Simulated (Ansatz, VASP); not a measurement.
# Two plane-wave programs on TaSi2

```
Ta Si
1.0
     4.80620    0.00000    0.00000
    -2.40310    4.16229    0.00000
     0.00000    0.00000    6.59524
Ta Si
3 6
Direct
  0.50000 0.00000 0.50000
  0.50000 0.50000 0.83333
  0.00000 0.50000 0.16667
  0.15888 0.31777 0.50000
  0.84112 0.15888 0.83333
  0.68223 0.84112 0.16667
  0.84112 0.68223 0.50000
  0.15888 0.84112 0.83333
  0.31777 0.15888 0.16667
```

Alike in both runs: functional PBE; k mesh 12 × 12 × 8; occupations methfessel-paxton of order 1, width 0.1 eV; no spin polarisation.

Ansatz relaxed the structure, and its values are those at the end. VASP's run is a single point on that final structure, the one shown.

```csv
,VASP,Ansatz
version,VASP 6.6.1,Ansatz 0.2.0
potentials or method,"VASP PAW PBE potentials, release 64 (Ta_pv, Si)","scalar-relativistic, plane waves, PAW"
plane-wave cutoff (eV),520,420
valence electrons in the cell,57,63
```

VASP gave:

* gap on the k mesh at the Fermi level (eV): none
* pressure (GPa): 0.1

**Question.** Estimate Ansatz's values.

**Answer.** gap on the k mesh at the Fermi level (eV): none; pressure (GPa): 0.0.

A gap of «none» marks a metal or a gap that the smearing closes. With one functional, cell and mesh, what is left measures potentials, basis and numerics. VASP's potentials hold 57 valence electrons a cell and Ansatz's 63, so a difference there can come from the potentials and not from the codes.

Neither program's run includes spin-orbit coupling.
